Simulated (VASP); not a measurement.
# K (Im-3m) in VASP: further runs

Runs on K. Level: PBE. Tasks: single point.

Everything below comes from runs of VASP 6.6.1. Logs are shortened: lines on timing, memory, paths and dates and some standing lists are left out, and cuts for length are marked.

### Step 1. The cell of the first run

The structure is cubic, space group Im-3m (No. 229). The conventional cell has a = 5.283 Å, b = 5.283 Å, c = 5.283 Å, α = 90.00°, β = 90.00°, γ = 90.00°.

### Step 2. Single point, PBE

File INCAR:

```
SYSTEM = K
  ALGO = Normal
  EDIFF = 1E-6
  ENCUT = 520
  GGA = PE
  ISIF = 2
  ISMEAR = 1
  LASPH = .True.
  LCHARG = .False.
  LREAL = .False.
  LWAVE = .False.
  NBANDS = 10
  NELM = 60
  PREC = Accurate
  SIGMA = 0.2
```

File KPOINTS:

```
k-points
0
Gamma
  9 9 9
  0 0 0
```

File POSCAR:

```
K
1.0
   -2.6417142217      2.6417142217      2.6417142217
    2.6417142217     -2.6417142217      2.6417142217
    2.6417142217      2.6417142217     -2.6417142217
K
1
Direct
    0.0000000000      0.0000000000      0.0000000000
```

Potentials or basis: VASP PAW PBE potentials, release 64 (K_sv).

The run is started by

```
cat potpaw_PBE.64/K_sv/POTCAR > POTCAR
mpirun -np 1 vasp_std > vasp.out
```

OUTCAR:

```text
SYSTEM = K
   EDIFF = 1E-6
   ENCUT = 520
   GGA = PE
   ISIF = 2
   ISMEAR = 1
   LASPH = .True.
   LREAL = .False.
   NELM = 60
   PREC = Accurate

 ion  position               nearest neighbor table
   1  0.000  0.000  0.000-

  LATTYP: Found a body centered cubic cell.
 ALAT       =     5.2834284434

  Lattice vectors:

 A1 = (  -2.6417142217,   2.6417142217,   2.6417142217)
 A2 = (   2.6417142217,  -2.6417142217,   2.6417142217)
 A3 = (   2.6417142217,   2.6417142217,  -2.6417142217)

Analysis of symmetry for initial positions (statically):
=====================================================================
 Subroutine PRICEL returns:
 Original cell was already a primitive cell.

 Routine SETGRP: Setting up the symmetry group for a
 body centered cubic supercell.

 Subroutine GETGRP returns: Found 48 space group operations
 (whereof 48 operations were pure point group operations)
 out of a pool of 48 trial point group operations.

The static configuration has the point symmetry O_h .

Analysis of symmetry for dynamics (positions and initial velocities):
=====================================================================
 Subroutine PRICEL returns:
 Original cell was already a primitive cell.

 Routine SETGRP: Setting up the symmetry group for a
 body centered cubic supercell.

 Subroutine GETGRP returns: Found 48 space group operations
 (whereof 48 operations were pure point group operations)
 out of a pool of 48 trial point group operations.

The dynamic configuration has the point symmetry O_h .

 Subroutine INISYM returns: Found 48 space group operations
 (whereof 48 operations are pure point group operations),
 and found     1 'primitive' translations

----------------------------------------------------------------------------------------

                                     Primitive cell

  volume of cell :      73.7424

  direct lattice vectors                    reciprocal lattice vectors
    -2.641714222  2.641714222  2.641714222     0.000000000  0.189271041  0.189271041
     2.641714222 -2.641714222  2.641714222     0.189271041  0.000000000  0.189271041
     2.641714222  2.641714222 -2.641714222     0.189271041  0.189271041  0.000000000

  length of vectors
     4.575583251  4.575583251  4.575583251     0.267669673  0.267669673  0.267669673

  position of ions in fractional coordinates (direct lattice)
     0.000000000  0.000000000  0.000000000

  ion indices of the primitive-cell ions
   primitive index   ion index
                 1           1

----------------------------------------------------------------------------------------

 KPOINTS: k-points

Automatic generation of k-mesh.
 Grid dimensions read from file:
 generate k-points for:    9    9    9

 Generating k-lattice:

  Cartesian coordinates                     Fractional coordinates (reciprocal lattice)
     0.000000000  0.021030116  0.021030116     0.111111111  0.000000000  0.000000000
     0.021030116  0.000000000  0.021030116     0.000000000  0.111111111  0.000000000
     0.021030116  0.021030116  0.000000000     0.000000000  0.000000000  0.111111111

  Length of vectors
     0.029741075  0.029741075  0.029741075

  Shift w.r.t. Gamma in fractional coordinates (k-lattice)
     0.000000000  0.000000000  0.000000000

 Subroutine IBZKPT returns following result:
 ===========================================

 Found     35 irreducible k-points:

 Following reciprocal coordinates:
            Coordinates               Weight
  0.000000  0.000000  0.000000      1.000000
  0.111111  0.000000  0.000000     12.000000
  0.222222  0.000000  0.000000     12.000000
  0.333333  0.000000  0.000000     12.000000
  0.444444  0.000000  0.000000     12.000000
  0.111111  0.111111  0.000000     24.000000
[... 16 lines left out ...]
 -0.333333  0.444444  0.111111     48.000000
 -0.444444 -0.444444  0.111111     24.000000
 [... further k-points ...]
   k-points           NKPTS =     35   k-points in BZ     NKDIM =     35   number of bands    NBANDS=     10
   number of dos      NEDOS =    301   number of ions     NIONS =      1
   total plane-waves  NPLWV =  46656
   dimension x,y,z NGX =    36 NGY =   36 NGZ =   36
   dimension x,y,z NGXF=    72 NGYF=   72 NGZF=   72
   ions per type =               1
   NGX,Y,Z   is equivalent  to a cutoff of  13.08, 13.08, 13.08 a.u.
   NGXF,Y,Z  is equivalent  to a cutoff of  26.16, 26.16, 26.16 a.u.
 SYSTEM =  K
   PREC   = accura    normal or accurate (medium, high low for compatibility)
   ISTART =      0    job   : 0-new  1-cont  2-samecut
   ICHARG =      2    charge: 1-file 2-atom 10-const
   ISPIN  =      1    spin polarized calculation?
   LNONCOLLINEAR =      F non collinear calculations
   LSORBIT =      F    spin-orbit coupling
   LASPH  =      T    aspherical Exc in radial PAW
   ENCUT  =  520.0 eV  38.22 Ry    6.18 a.u.   8.51  8.51  8.51*2*pi/ulx,y,z
   NELM   =     60;   NELMIN=  2; NELMDL= -5     # of ELM steps
   EDIFF  = 0.1E-05   stopping-criterion for ELM
   LREAL  =      F    real-space projection
   EDIFFG = 0.1E-04   stopping-criterion for IOM
   NSW    =      0    number of steps for IOM
   IBRION =     -1    ionic relax: 0-MD 1-quasi-New 2-CG
   NFREE  =      0    steps in history (QN), initial steepest desc. (CG)
   ISIF   =      2    stress and relaxation
   ISYM   =      2    0-nonsym 1-usesym 2-fastsym
   POTIM  = 0.5000    time-step for ionic-motion
   TEBEG  =    0.0;   TEEND  =   0.0 temperature during run
   PSTRESS=    0.0 pullay stress
   NELECT =       9.0000    total number of electrons
   NUPDOWN=      -1.0000    fix difference up-down
   EMIN   =  10.00;   EMAX   =-10.00  energy-range for DOS
   EFERMI =   0.00;   METHOD = LEGACY
   ISMEAR =     1;   SIGMA  =   0.20  broadening in eV -4-tet -1-fermi 0-gaus
   EFERMI_NEDOS =   21; number of points for ismear=-14 and -15
   IALGO  =     38    algorithm
   IMIX   =      4    mixing-type and parameters
     AMIX     =   0.40;   BMIX     =  1.00
     AMIX_MAG =   1.60;   BMIX_MAG =  1.00
  volume/ion in A,a.u.               =      73.74       497.64
  Fermi-wavevector in a.u.,A,eV,Ry     =   0.812051  1.534553  8.972041  0.659426
  Thomas-Fermi vector in A             =   1.921523
   LORBIT       =      0    0 simple, 1 ext, 2 COOP (PROOUT), +10 PAW based schemes
   GGA     = PE    functional components
   LHFCALC =     F    Hartree Fock is set to
   AEXX    =    0.0000 exact exchange contribution
   IVDW    =     0    specifies the selected vdW correction
   LEPSILON=     F    determine dielectric tensor
   LRPA    =     F    only Hartree local field effects (RPA)
 non-spin polarized calculation
 Methfessel and Paxton  Order N= 1 SIGMA  =   0.20
  energy-cutoff  :      520.00
  volume of cell :       73.74
 maximum number of plane-waves:      2006
 NGX is ok and might be reduce to    36
   NGX = 17   NGY = 17   NGZ = 17

 number of electron       9.0000001 magnetization

 Free energy of the ion-electron system (eV)
  ---------------------------------------------------
  ext. energy  EPLUGINS =         0.00000000
  ---------------------------------------------------
  free energy    TOTEN  =        -1.05034913 eV

  energy without entropy =       -1.05131569  energy(sigma->0) =       -1.05067132

 E-fermi :  -0.1061     XC(G=0):  -5.6450

 val. band max:       -0.1859760234   @ k =  -0.3333   0.4444   0.1111
 cond. band min:      -0.0767868848   @ k =   0.4444   0.0000   0.0000
 fundamental gap:      0.1091891386
 Fermi energy:        -0.1060779973

 k-point     1 :       0.0000    0.0000    0.0000
  band No.  band energies     occupation
      1     -32.2595      2.00000
      2     -15.7093      2.00000
      3     -15.7093      2.00000
      4     -15.7092      2.00000
      5      -2.2782      2.00000
      6       4.1661      0.00000
      7       4.1661      0.00000
      8       4.1661      0.00000
      9       5.0733      0.00000
     10       5.0733      0.00000

 k-point     2 :       0.1111    0.0000    0.0000
  band No.  band energies     occupation
      1     -32.2590      2.00000
      2     -15.7172      2.00000
      3     -15.7119      2.00000
      4     -15.7092      2.00000
      5      -2.1254      2.00000
      6       3.9111      0.00000
      7       3.9747      0.00000
      8       4.2876      0.00000
      9       4.8597      0.00000
     10       5.0366      0.00000

 k-point     3 :       0.2222    0.0000    0.0000
  band No.  band energies     occupation
      1     -32.2578      2.00000
      2     -15.7372      2.00000
      3     -15.7186      2.00000
      4     -15.7092      2.00000
      5      -1.6789      2.00000
      6       3.0606     -0.00000
      7       3.5896     -0.00000
      8       4.6457      0.00000
      9       4.8679      0.00000
     10       5.0136      0.00000

 k-point     4 :       0.3333    0.0000    0.0000
  band No.  band energies     occupation
      1     -32.2565      2.00000
      2     -15.7596      2.00000
      3     -15.7262      2.00000
      4     -15.7092      2.00000
      5      -0.9745      2.00000
      6       2.0286     -0.00000
      7       3.2503     -0.00000
      8       4.9113      0.00000
      9       5.1295      0.00000
     10       5.2217      0.00000

 k-point     5 :       0.4444    0.0000    0.0000
  band No.  band energies     occupation
      1     -32.2556      2.00000
      2     -15.7741      2.00000
      3     -15.7312      2.00000
      4     -15.7092      2.00000
      5      -0.0768      0.75504
      6       0.9774     -0.00000
      7       3.0630     -0.00000
      8       4.7677      0.00000
      9       5.4393      0.00000
     10       5.9823      0.00000

 k-point     6 :       0.1111    0.1111    0.0000
  band No.  band energies     occupation
      1     -32.2582      2.00000
      2     -15.7310      2.00000
      3     -15.7148      2.00000
      4     -15.7111      2.00000
      5      -1.8256      2.00000
      6       3.4263     -0.00000
      7       3.5969     -0.00000
      8       4.5045      0.00000
      9       4.6938      0.00000
     10       5.1847      0.00000
[... 183 lines left out ...]
 k-point    21 :      -0.2222    0.3333    0.1111
  band No.  band energies     occupation
      1     -32.2562      2.00000
      2     -15.7508      2.00000
      3     -15.7294      2.00000
      4     -15.7195      2.00000
      5      -0.9712      2.00000
      6       2.5296     -0.00000
      7       3.1338     -0.00000
      8       4.0568      0.00000
      9       4.9647      0.00000
     10       5.3981      0.00000

 k-point    22 :      -0.4444    0.4444    0.1111
  band No.  band energies     occupation
      1     -32.2552      2.00000
      2     -15.7720      2.00000
      3     -15.7342      2.00000
      4     -15.7149      2.00000
      5       0.0525      0.02367
      6       1.0716     -0.00000
      7       3.0986     -0.00000
      8       4.0456      0.00000
      9       5.3697      0.00000
     10       5.9619      0.00000

 k-point    23 :      -0.3333    0.4444    0.1111
  band No.  band energies     occupation
      1     -32.2551      2.00000
      2     -15.7642      2.00000
      3     -15.7381      2.00000
      4     -15.7199      2.00000
      5      -0.1860      1.62004
      6       1.7046     -0.00000
      7       2.7456     -0.00000
      8       4.1187      0.00000
      9       4.9753      0.00000
     10       5.5943      0.00000

 k-point    24 :      -0.4444   -0.4444    0.1111
  band No.  band energies     occupation
      1     -32.2547      2.00000
      2     -15.7695      2.00000
      3     -15.7417      2.00000
      4     -15.7199      2.00000
      5       0.7343     -0.00000
      6       0.7583     -0.00000
      7       2.6110     -0.00000
      8       4.0536      0.00000
      9       5.1542      0.00000
     10       5.6637      0.00000

 [... further k-points ...]

------------------------ aborting loop because EDIFF is reached ----------------------------------------

  FORCE on cell =-STRESS in cart. coord.  units (eV):
  Direction    XX          YY          ZZ          XY          YZ          ZX
  --------------------------------------------------------------------------------------
  -------------------------------------------------------------------------------------
  Total       -0.0088733     -0.0088733     -0.0088733     -0.0000000     -0.0000000      0.0000000
  in kB       -0.1927869     -0.1927869     -0.1927869     -0.0000000     -0.0000000      0.0000000
  external PRESSURE =      -0.1927869 kB  Pullay stress =       0.0000000 kB

 VOLUME and BASIS-vectors are now :
 -----------------------------------------------------------------------------
  energy-cutoff  :      520.00
  volume of cell :       73.74
      direct lattice vectors                 reciprocal lattice vectors
    -2.641714222  2.641714222  2.641714222     0.000000000  0.189271041  0.189271041
     2.641714222 -2.641714222  2.641714222     0.189271041  0.000000000  0.189271041
     2.641714222  2.641714222 -2.641714222     0.189271041  0.189271041  0.000000000

 POSITION                                       TOTAL-FORCE (eV/Angst)
 -----------------------------------------------------------------------------------
      0.00000      0.00000      0.00000         0.000000     -0.000000      0.000000
 -----------------------------------------------------------------------------------
    total drift:                               -0.000000     -0.000000      0.000000

  FREE ENERGIE OF THE ION-ELECTRON SYSTEM (eV)
  ---------------------------------------------------
  free  energy   TOTEN  =        -1.0503491308 eV

  energy  without entropy=       -1.0513156885  energy(sigma->0) =       -1.05067132
```

Run time: 41 s. Hardware: 1 thread of AMD EPYC 7R13, shared host; peak memory 0.17 GiB.

What came out:

```yaml
Free_energy: -1.0503 eV
Pressure: 0.0 GPa
Band_gap_on_the_k_mesh: zero (an odd number of electrons rules out a gap without spin polarisation)
```

Levels at points of the mesh, in eV from the Fermi level:
| k point | band 2 | band 3 | band 4 | band 5 | band 6 | band 7 |
| --- | --- | --- | --- | --- | --- | --- |
| (0.00, 0.00, 0.00) | -15.60 | -15.60 | -15.60 | -2.17 | 4.27 | 4.27 |

(Part 1 of 2 ends here.)
